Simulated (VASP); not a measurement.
Wanted: the native input for a VASP 6.6.1 run.

* Task: relaxation of cell and atoms
* Functional: LDA
* Potentials or basis: VASP PAW LDA potentials, release 64 (Si, C)
* Cutoff: 600 eV
* k mesh: 10 × 10 × 10
* Occupations: fermi-dirac, width 0.02 eV
* Spin: no spin polarisation
* Dipole correction: no
* Further INCAR settings: ALGO = Normal; EDIFF = 1e-06; IBRION = 2; EDIFFG = -0.01; NSW = 80; ISIF = 3

The structure of SiC (Moissanite 3C) lies in POSCAR:

```
SiC
1.0
    0.0000000000      2.1790000000      2.1790000000
    2.1790000000      0.0000000000      2.1790000000
    2.1790000000      2.1790000000      0.0000000000
Si C
1 1
Direct
    0.0000000000      0.0000000000      0.0000000000
    0.2500000000      0.2500000000      0.2500000000
```

The input as run:

INCAR

```
PREC     = Accurate       # precision mode
ENCUT    = 600            # plane-wave cutoff, eV
EDIFF    = 1E-6           # SCF threshold, eV
ISMEAR   = -1             # smearing method
SIGMA    = 0.02           # smearing width, eV
LREAL    = False          # projectors in reciprocal space
LASPH    = True           # aspherical terms in the spheres
NELM     = 80             # most SCF steps
ALGO     = Normal         # electronic algorithm
ISIF     = 3              # what is computed and relaxed
LWAVE    = False          # write WAVECAR
LCHARG   = False          # write CHGCAR
GGA      = CA             # functional
IBRION   = 2              # ionic algorithm
NSW      = 80             # ionic steps
EDIFFG   = -0.01          # ionic threshold
```

KPOINTS

```
Automatic mesh
0
Gamma
  10 10 10
```

Potentials or basis: VASP PAW LDA potentials, release 64 (Si, C).

Launch:

```sh
$ cat potpaw_LDA.64/Si/POTCAR potpaw_LDA.64/C/POTCAR > POTCAR
$ mpirun -np 1 vasp_std > vasp.out
```

It gave:

| Property | Result |
| --- | --- |
| Relaxed volume | 10.15 Å³/atom |
| Relaxed cell | a = 3.062 Å, b = 3.062 Å, c = 3.062 Å, α = 60.00°, β = 60.00°, γ = 60.00° |
| Space group after relaxing (to 0.05 Å) | F-43m (No. 216) |
| Energy gained by relaxing | 2.6 meV/atom |
| Ionic steps | 3 |
| Pressure after relaxing | 0.0 GPa |
| Band gap on the k mesh | 1.29 eV, indirect (least direct gap 4.52 eV) |

It took 13 s on 1 thread of Intel Xeon 6975P-C (shared host), peak memory 0.14 GiB.
